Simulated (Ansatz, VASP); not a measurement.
## One calculation of Na, two programs

```xyz
2
Lattice="2.7049 0.0000 0.0000 1.3524 -2.7905 0.0000 0.0000 0.0000 -4.6897" Properties=species:S:1:pos:R:3 pbc="T T T"
Na    1.3524   -2.2197   -3.5173
Na    2.7049   -0.5708   -1.1724
```

Alike in both runs: task single point; functional PBEsol; k mesh 14 × 14 × 7; occupations fermi-dirac, width 0.0183 eV; no spin polarisation.

```csv
,VASP,Ansatz
version,VASP 6.6.1,Ansatz 0.2.0
potentials or method,"VASP PAW PBE potentials, release 64 (Na_pv), cutoff 520 eV",PAW plane waves
valence electrons in the cell,14,18
```

```tsv
	VASP	Ansatz	Ansatz less VASP
pressure (GPa)	21.7	21.6	-0.08
traceless stress, the component that is largest in VASP (GPa)	-2.25	-2.24	+0.009
rms of the force components (eV/Å)	0.153	0.152	-0.0005
```

VASP's potentials were made for PBE, not for PBEsol. Atom by atom the forces differ by 0.001 eV/Å (rms over components). VASP's potentials hold 14 valence electrons a cell and Ansatz's 18, so a difference there can come from the potentials and not from the codes.
